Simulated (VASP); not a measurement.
# SnSe2 (P-3m1) in VASP: a series of runs, part 2 of 2

VASP 6.6.1. Earlier steps stand in the parts before.

### 3 Single point, PBE

This run uses another cell than the first one, of 23.67 Å³/atom, 1.045 times its volume.

INCAR

```
SYSTEM = SnSe2
ALGO = Normal
EDIFF = 1E-7
ENCUT = 520
GGA = PE
ISIF = 2
ISMEAR = 0
LASPH = .True.
LCHARG = .False.
LREAL = .False.
LWAVE = .False.
NBANDS = 20
NELM = 80
PREC = Accurate
SIGMA = 0.01
```

KPOINTS

```
k-points
0
Gamma
  6 6 4
  0 0 0
```

POSCAR

```
SnSe2
1.0
    3.7065360167      0.0000000000      0.0000000000
   -1.8532680084      3.2099516138      0.0000000000
    0.0000000000      0.0000000000      5.9678050377
Sn Se
1 2
Direct
    0.0000000000      0.0000000000      0.0000000000
    0.3333333333      0.6666666667      0.2490000000
    0.6666666667      0.3333333333      0.7510000000
```

Potentials or basis: VASP PAW PBE potentials, release 64 (Sn_d, Se).

The run is started by

```
cat potpaw_PBE.64/Sn_d/POTCAR potpaw_PBE.64/Se/POTCAR > POTCAR
mpirun -np 1 vasp_std > vasp.out
```

OUTCAR:

```text
SYSTEM = SnSe2
   EDIFF = 1E-7
   ENCUT = 520
   GGA = PE
   ISIF = 2
   ISMEAR = 0
   LASPH = .True.
   LREAL = .False.
   NELM = 80
   PREC = Accurate

 ion  position               nearest neighbor table
   1  0.000  0.000  0.000-   2 2.61   3 2.61   3 2.61   2 2.61   3 2.61   2 2.61
   2  0.333  0.667  0.249-   1 2.61   1 2.61   1 2.61
   3  0.667  0.333  0.751-   1 2.61   1 2.61   1 2.61

  LATTYP: Found a hexagonal cell.
 ALAT       =     3.7065360167
 C/A-ratio  =     1.6100760955

  Lattice vectors:

 A1 = (   3.7065360167,   0.0000000000,   0.0000000000)
 A2 = (  -1.8532680084,   3.2099516138,   0.0000000000)
 A3 = (   0.0000000000,   0.0000000000,   5.9678050377)

Analysis of symmetry for initial positions (statically):
=====================================================================
 Subroutine PRICEL returns:
[... 166 lines left out ...]
  ext. energy  EPLUGINS =         0.00000000
  ---------------------------------------------------
  free energy    TOTEN  =       -11.37039940 eV

  energy without entropy =      -11.37039940  energy(sigma->0) =      -11.37039940

 E-fermi :   5.2756     XC(G=0):  -9.8363

 val. band max:        5.1350140871   @ k =   0.0000   0.0000   0.0000
 cond. band min:       6.0086179281   @ k =   0.5000  -0.0000   0.2500
 fundamental gap:      0.8736038409
 Fermi energy:         5.2755927980

 k-point     1 :       0.0000    0.0000    0.0000
  band No.  band energies     occupation
      1     -16.2952      2.00000
      2     -16.2952      2.00000
      3     -16.2387      2.00000
      4     -16.2169      2.00000
      5     -16.2169      2.00000
      6      -9.5569      2.00000
[... 541 lines left out ...]
     19      14.1261      0.00000
     20      14.3179      0.00000

------------------------ aborting loop because EDIFF is reached ----------------------------------------

  FORCE on cell =-STRESS in cart. coord.  units (eV):
  Direction    XX          YY          ZZ          XY          YZ          ZX
  --------------------------------------------------------------------------------------
  -------------------------------------------------------------------------------------
  Total        6.0225965      6.0225862      6.4736102     -0.0000000      0.0000000      0.0000000
  in kB      135.8979833    135.8977515    146.0749639     -0.0000000      0.0000000      0.0000000
  external PRESSURE =     139.2902329 kB  Pullay stress =       0.0000000 kB

 VOLUME and BASIS-vectors are now :
 -----------------------------------------------------------------------------
  energy-cutoff  :      520.00
  volume of cell :       71.00
      direct lattice vectors                 reciprocal lattice vectors
     3.706536017  0.000000000  0.000000000     0.269793682  0.155765588  0.000000000
    -1.853268008  3.209951614  0.000000000     0.000000000  0.311531176  0.000000000
     0.000000000  0.000000000  5.967805038     0.000000000  0.000000000  0.167565796

 POSITION                                       TOTAL-FORCE (eV/Angst)
 -----------------------------------------------------------------------------------
      0.00000      0.00000      0.00000         0.000000      0.000000      0.000000
     -0.00000      2.13997      1.48598        -0.000000      0.000000      1.755167
      1.85327      1.06998      4.48182         0.000000      0.000000     -1.755167
 -----------------------------------------------------------------------------------
    total drift:                                0.000000      0.000000      0.000000

  FREE ENERGIE OF THE ION-ELECTRON SYSTEM (eV)
  ---------------------------------------------------
  free  energy   TOTEN  =       -11.3703993996 eV

  energy  without entropy=      -11.3703993996  energy(sigma->0) =      -11.37039940
```

OSZICAR:

```text
N       E                     dE             d eps       ncg     rms          rms(c)
DAV:   1     0.215312324745E+03    0.21531E+03   -0.12201E+04   976   0.154E+03
DAV:   2     0.121424705114E+02   -0.20317E+03   -0.19538E+03  1040   0.406E+02
DAV:   3    -0.108663778825E+02   -0.23009E+02   -0.22420E+02  1144   0.114E+02
DAV:   4    -0.116461412273E+02   -0.77976E+00   -0.77840E+00  1160   0.224E+01
DAV:   5    -0.116638674161E+02   -0.17726E-01   -0.17724E-01  1280   0.347E+00    0.596E+00
DAV:   6    -0.114015240552E+02    0.26234E+00   -0.43367E-01  1460   0.763E+00    0.384E+00
DAV:   7    -0.113708523899E+02    0.30672E-01   -0.20136E-01  1268   0.311E+00    0.988E-01
DAV:   8    -0.113699268149E+02    0.92557E-03   -0.16043E-02  1272   0.141E+00    0.323E-01
DAV:   9    -0.113703708307E+02   -0.44402E-03   -0.18202E-03  1100   0.296E-01    0.919E-02
DAV:  10    -0.113703677809E+02    0.30497E-05   -0.11023E-04  1248   0.886E-02    0.327E-02
DAV:  11    -0.113703971392E+02   -0.29358E-04   -0.38783E-05  1084   0.347E-02    0.580E-03
DAV:  12    -0.113703990068E+02   -0.18677E-05   -0.15356E-06  1240   0.895E-03    0.539E-03
DAV:  13    -0.113703993214E+02   -0.31457E-06   -0.16154E-06  1072   0.867E-03    0.213E-03
DAV:  14    -0.113703993996E+02   -0.78177E-07   -0.35506E-08   880   0.161E-03
   1 F= -.11370399E+02 E0= -.11370399E+02  d E =-.583664E-90
```

Wall time 14 s (1 thread of Intel Xeon 6975P-C (Granite Rapids), shared host); peak memory 0.2 GiB.

Results:

| Item | Value |
| --- | --- |
| Free energy | -11.3704 eV |
| Pressure | 13.9 GPa |
| Largest force | 1.755 eV/Å |
| Band gap on the k mesh | 0.87 eV, indirect (least direct gap 1.46 eV) |

Forces in eV/Å, atoms in the order of the input:
```
Sn   0.000  0.000  0.000
Se   0.000  0.000  1.755
Se   0.000  0.000 -1.755
```

Stress tensor (GPa, compression positive):
```
13.59  0.00  0.00
 0.00 13.59  0.00
 0.00  0.00 14.61
```

Levels at points of the mesh, in eV from the valence-band top:
| k point | band 10 | band 11 | band 12 | band 13 | band 14 | band 15 | band 16 | band 17 |
| --- | --- | --- | --- | --- | --- | --- | --- | --- |
| (0.00, 0.00, 0.00) | -0.82 | -0.46 | -0.46 | 0.00 | 1.50 | 2.96 | 4.77 | 4.77 |
| (0.50, 0.00, 0.00) | -3.27 | -3.04 | -1.41 | -0.36 | 1.22 | 3.84 | 5.36 | 5.65 |
| (0.00, 0.00, 0.50) | -0.91 | -0.91 | -0.29 | -0.29 | 2.84 | 3.02 | 4.45 | 4.45 |
| (0.50, 0.00, 0.50) | -2.85 | -2.18 | -1.00 | -0.81 | 0.99 | 4.26 | 4.81 | 5.68 |

Caveat: spin-orbit coupling is left out, which moves the levels of the heavy elements; this functional lacks dispersion, which binds the layers, so the pressure and a relaxed spacing across them are unreliable; forces of over 1 eV/Å act on the atoms, so gaps and moduli don't describe the material at rest. A k mesh can miss the band edges.

### 4 Single point, PBE

This run uses another cell than the first one, of 24.70 Å³/atom, 1.091 times its volume.

INCAR

```
SYSTEM = SnSe2
  PREC = Accurate
  ENCUT = 520
  EDIFF = 1E-7
  ISMEAR = 0
  SIGMA = 0.01
  LREAL = .False.
  LASPH = .True.
  NELM = 100
  ALGO = Normal
  ISIF = 2
  LWAVE = .False.
  LCHARG = .True.
  GGA = PE
  LELF = .True.
  LVHAR = .True.
  NBANDS = 20
```

KPOINTS

```
Automatic mesh
0
Gamma
  6 6 4
  0 0 0
```

POSCAR

```
SnSe2
1.0
    3.7594936861      0.0000000000      0.0000000000
   -1.8797468431      3.2558142617      0.0000000000
    0.0000000000      0.0000000000      6.0530709152
Sn Se
1 2
Direct
    0.0000000000      0.0000000000      0.0000000000
    0.3333333333      0.6666666667      0.2490000000
    0.6666666667      0.3333333333      0.7510000000
```

Potentials or basis: VASP PAW PBE potentials, release 64 (Sn_d, Se).

The run is started by

```
cat potpaw_PBE.64/Sn_d/POTCAR potpaw_PBE.64/Se/POTCAR > POTCAR
mpirun -np 1 vasp_std > vasp.out
```

OUTCAR:

```text
SYSTEM = SnSe2
   PREC = Accurate
   ENCUT = 520
   EDIFF = 1E-7
   ISMEAR = 0
   LREAL = .False.
   LASPH = .True.
   NELM = 100
   ISIF = 2
   GGA = PE

 ion  position               nearest neighbor table
   1  0.000  0.000  0.000-   2 2.64   3 2.64   3 2.64   2 2.64   3 2.64   2 2.64
   2  0.333  0.667  0.249-   1 2.64   1 2.64   1 2.64
   3  0.667  0.333  0.751-   1 2.64   1 2.64   1 2.64

  LATTYP: Found a hexagonal cell.
 ALAT       =     3.7594936861
 C/A-ratio  =     1.6100760955

  Lattice vectors:

 A1 = (   3.7594936861,   0.0000000000,   0.0000000000)
 A2 = (  -1.8797468431,   3.2558142617,   0.0000000000)
 A3 = (   0.0000000000,   0.0000000000,   6.0530709152)

Analysis of symmetry for initial positions (statically):
=====================================================================
 Subroutine PRICEL returns:
 Original cell was already a primitive cell.

 Routine SETGRP: Setting up the symmetry group for a
 hexagonal supercell.

 Subroutine GETGRP returns: Found 12 space group operations
 (whereof 12 operations were pure point group operations)
 out of a pool of 24 trial point group operations.

The static configuration has the point symmetry D_3d.

[... 159 lines left out ...]
  energy without entropy =      -11.59353789  energy(sigma->0) =      -11.59353789

 E-fermi :   4.7386     XC(G=0):  -9.6393

 val. band max:        4.6331775595   @ k =   0.0000   0.0000   0.0000
 cond. band min:       5.4784240083   @ k =   0.5000   0.0000   0.2500
 fundamental gap:      0.8452464487
 Fermi energy:         4.7386247801

 k-point     1 :       0.0000    0.0000    0.0000
  band No.  band energies     occupation
      1     -16.7092      2.00000
      2     -16.7092      2.00000
      3     -16.6627      2.00000
      4     -16.6444      2.00000
      5     -16.6444      2.00000
      6      -9.6942      2.00000
[... 541 lines left out ...]
     19      13.6277      0.00000
     20      13.7610      0.00000

------------------------ aborting loop because EDIFF is reached ----------------------------------------

  FORCE on cell =-STRESS in cart. coord.  units (eV):
  Direction    XX          YY          ZZ          XY          YZ          ZX
  --------------------------------------------------------------------------------------
  -------------------------------------------------------------------------------------
  Total        4.1352903      4.1352832      4.6991542     -0.0000000      0.0000000      0.0000000
  in kB       89.4235361     89.4233836    101.6168051     -0.0000000      0.0000000      0.0000000
  external PRESSURE =      93.4879083 kB  Pullay stress =       0.0000000 kB

 VOLUME and BASIS-vectors are now :
 -----------------------------------------------------------------------------
  energy-cutoff  :      520.00
  volume of cell :       74.09
      direct lattice vectors                 reciprocal lattice vectors
     3.759493686  0.000000000  0.000000000     0.265993265  0.153571414  0.000000000
    -1.879746843  3.255814262  0.000000000     0.000000000  0.307142828  0.000000000
     0.000000000  0.000000000  6.053070915     0.000000000  0.000000000  0.165205400

 POSITION                                       TOTAL-FORCE (eV/Angst)
 -----------------------------------------------------------------------------------
      0.00000      0.00000      0.00000         0.000000      0.000000     -0.000000
     -0.00000      2.17054      1.50721         0.000000      0.000000      1.237257
      1.87975      1.08527      4.54586        -0.000000      0.000000     -1.237257
 -----------------------------------------------------------------------------------
    total drift:                                0.000000      0.000000     -0.000000

  FREE ENERGIE OF THE ION-ELECTRON SYSTEM (eV)
  ---------------------------------------------------
  free  energy   TOTEN  =       -11.5935378854 eV

  energy  without entropy=      -11.5935378854  energy(sigma->0) =      -11.59353789
```

OSZICAR:

```text
N       E                     dE             d eps       ncg     rms          rms(c)
DAV:   1     0.211765180576E+03    0.21177E+03   -0.12322E+04   992   0.149E+03
DAV:   2     0.123964914007E+02   -0.19937E+03   -0.19219E+03   980   0.403E+02
DAV:   3    -0.110249764061E+02   -0.23421E+02   -0.23003E+02  1136   0.116E+02
DAV:   4    -0.118577660242E+02   -0.83279E+00   -0.83075E+00  1156   0.232E+01
DAV:   5    -0.118774190746E+02   -0.19653E-01   -0.19652E-01  1280   0.359E+00    0.557E+00
DAV:   6    -0.116189125849E+02    0.25851E+00   -0.47103E-01  1452   0.761E+00    0.360E+00
DAV:   7    -0.115935335155E+02    0.25379E-01   -0.18301E-01  1232   0.284E+00    0.101E+00
DAV:   8    -0.115930184728E+02    0.51504E-03   -0.14373E-02  1248   0.127E+00    0.305E-01
DAV:   9    -0.115935026718E+02   -0.48420E-03   -0.16784E-03  1092   0.296E-01    0.904E-02
DAV:  10    -0.115935049006E+02   -0.22288E-05   -0.10868E-04  1248   0.809E-02    0.340E-02
DAV:  11    -0.115935360367E+02   -0.31136E-04   -0.41383E-05  1084   0.352E-02    0.607E-03
DAV:  12    -0.115935373597E+02   -0.13230E-05   -0.17831E-06  1272   0.987E-03    0.561E-03
DAV:  13    -0.115935378078E+02   -0.44811E-06   -0.20446E-06  1060   0.884E-03    0.249E-03
DAV:  14    -0.115935378854E+02   -0.77523E-07   -0.43397E-08   884   0.152E-03
   1 F= -.11593538E+02 E0= -.11593538E+02  d E =-.201073E-52
```

Run time: 16 s. Hardware: 1 thread of Intel Xeon 6975P-C (Granite Rapids), shared host; peak memory 0.2 GiB.

What came out:

```
Free energy            : -11.5935 eV
Pressure               : 9.3 GPa
Largest force          : 1.237 eV/Å
Band gap on the k mesh : 0.85 eV, indirect (least direct gap 1.28 eV)
```

Forces on the atoms (eV/Å):
```
Sn   0.000  0.000  0.000
Se   0.000  0.000  1.237
Se   0.000  0.000 -1.237
```

Caveat: spin-orbit coupling is left out, which moves the levels of the heavy elements; this functional lacks dispersion, which binds the layers, so the pressure and a relaxed spacing across them are unreliable; forces of over 1 eV/Å act on the atoms, so gaps and moduli don't describe the material at rest. A k mesh can miss the band edges.

### 5 Single point, PBE

This run uses another cell than the first one, of 26.76 Å³/atom, 1.182 times its volume.

INCAR

```
SYSTEM = SnSe2
PREC = Accurate ; ENCUT = 520
EDIFF = 1E-6 ; ISMEAR = 0
SIGMA = 0.01 ; LREAL = .FALSE.
LASPH = .TRUE. ; NELM = 100
ALGO = Normal ; ISIF = 2
LWAVE = .FALSE. ; LCHARG = .TRUE.
GGA = PE ; LELF = .TRUE.
LVHAR = .TRUE. ; NBANDS = 20
```

KPOINTS

```
Automatic mesh
0
G
  6 6 4
  0 0 0
```

POSCAR

```
SnSe2
1.0
    3.8611504880      0.0000000000      0.0000000000
   -1.9305752440      3.3438515596      0.0000000000
    0.0000000000      0.0000000000      6.2167461018
Sn Se
1 2
Direct
    0.0000000000      0.0000000000      0.0000000000
    0.3333333333      0.6666666667      0.2490000000
    0.6666666667      0.3333333333      0.7510000000
```

The run is started by

```
cat potpaw_PBE.64/Sn_d/POTCAR potpaw_PBE.64/Se/POTCAR > POTCAR
mpirun -np 1 vasp_std > vasp.out
```

Run time: 17 s. Hardware: 1 thread of Intel Xeon 6975P-C (Granite Rapids), shared host; peak memory 0.2 GiB.

Results (log left out):

```yaml
Free_energy: -11.8169 eV
Pressure: 2.7 GPa
Largest_force: 0.420 eV/Å
Band_gap_on_the_k_mesh: 0.78 eV, indirect (least direct gap 0.93 eV)
```

Forces in eV/Å, atoms in the order of the input:
```
Sn   0.000  0.000  0.000
Se   0.000  0.000  0.420
Se   0.000  0.000 -0.420
```

Stress tensor (GPa, compression positive):
```
2.19 0.00 0.00
0.00 2.19 0.00
0.00 0.00 3.65
```

Levels at points of the mesh, in eV from the valence-band top:
```tsv
k point	band 10	band 11	band 12	band 13	band 14	band 15	band 16	band 17
(0.00, 0.00, 0.00)	-0.64	-0.35	-0.35	0.00	0.93	2.93	4.58	4.58
(0.50, 0.00, 0.00)	-2.74	-2.52	-1.10	-0.27	1.12	3.77	5.41	5.50
(0.00, 0.00, 0.50)	-0.73	-0.73	-0.21	-0.21	2.28	2.87	4.33	4.33
(0.50, 0.00, 0.50)	-2.37	-1.90	-0.76	-0.64	0.82	4.25	4.86	5.91
```

Caveat: spin-orbit coupling is left out, which moves the levels of the heavy elements; this functional lacks dispersion, which binds the layers, so the pressure and a relaxed spacing across them are unreliable. A k mesh can miss the band edges.

### 6 Summary

| cell | gap on the mesh (eV) | pressure (GPa) | largest force (eV/Å) |
| --- | --- | --- | --- |
| a = 3.652, b = 3.652, c = 5.880 Å, angles 90.0, 90.0, 120.0°, 3 atoms | 0.90 | 19.6 | 2.37 |
| a = 3.707, b = 3.707, c = 5.968 Å, angles 90.0, 90.0, 120.0°, 3 atoms | 0.87 | 13.9 | 1.76 |
| a = 3.759, b = 3.759, c = 6.053 Å, angles 90.0, 90.0, 120.0°, 3 atoms | 0.85 | 9.3 | 1.24 |
| a = 3.861, b = 3.861, c = 6.217 Å, angles 90.0, 90.0, 120.0°, 3 atoms | 0.78 | 2.7 | 0.42 |

Alike in all rows: task single point; level PBE; potentials or basis VASP PAW PBE potentials, release 64 (Sn_d, Se); no spin polarisation; k mesh 6 × 6 × 4; cutoff (eV) 520; smearing gaussian 0.01 eV.

Caveats: spin-orbit coupling is left out, which moves the levels of the heavy elements; this functional lacks dispersion, which binds the layers, so the pressure and a relaxed spacing across them are unreliable; forces of over 1 eV/Å act on the atoms, so gaps and moduli don't describe the material at rest (some runs).

Total energies depend on the potentials used, so only differences within one code and one set of settings carry meaning.
